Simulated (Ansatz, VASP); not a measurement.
Two plane-wave programs on InPd

INCAR

```
SYSTEM = InPd
PREC = Accurate
ENCUT = 500
EDIFF = 1E-6
ISMEAR = 0
SIGMA = 0.1
LREAL = .False.
LASPH = .True.
NELM = 120
ALGO = Normal
ISIF = 2
LWAVE = .False.
LCHARG = .True.
GGA = PS
LELF = .True.
LVHAR = .True.
NBANDS = 18
GGA_COMPAT = .False.
```

The input KPOINTS:

```
Automatic mesh
0
Gamma
  6 6 6
  0 0 0
```

POSCAR

```
InPd
1.0
    3.2718847800      0.0000000000      0.0000000000
    0.0000000000      3.2718847800      0.0000000000
    0.0000000000      0.0000000000      3.2718847800
In Pd
1 1
Direct
    0.0000000000      0.0000000000      0.0000000000
    0.5000000000      0.5000000000      0.5000000000
```

Input for Ansatz:

```yaml
crystal:
  lattice:
    - [3.27188478, 0.0, 0.0]
    - [0.0, 3.27188478, 0.0]
    - [0.0, 0.0, 3.27188478]
  atoms:
    - { symbol: In, position: [0.0, 0.0, 0.0] }
    - { symbol: Pd, position: [0.5, 0.5, 0.5] }
basis:
  ecutwfc: 420
kpoints:
  mp_grid: { grid: [6, 6, 6] }
hamiltonian:
  xc: pbesol
scf:
  occupations: { method: gaussian, width: 0.1 }
output:
  forces: true
  stress: true
  eigenvalues: true
```

Alike in both runs: task single point; functional PBEsol; k mesh 6 × 6 × 6; occupations gaussian, width 0.1 eV; no spin polarisation.

```csv
,VASP,Ansatz
version,VASP 6.6.1,Ansatz 0.2.0
potentials or method,"VASP PAW PBE potentials, release 64 (In_d, Pd), cutoff 500 eV","scalar-relativistic, plane waves, PAW"
valence electrons in the cell,23,31
```

|  | VASP | Ansatz | Ansatz less VASP |
| --- | --- | --- | --- |
| gap on the k mesh at the Fermi level (eV) | none | none | - |
| pressure (GPa) | -2.5 | -2.7 | -0.18 |

VASP's potentials were made for PBE, not for PBEsol. A gap of «none» marks a metal or a gap that the smearing closes. The functional is the same, so the differences come from potentials, cutoffs and numerics. VASP's potentials hold 23 valence electrons a cell and Ansatz's 31, so a difference there can come from the potentials and not from the codes.
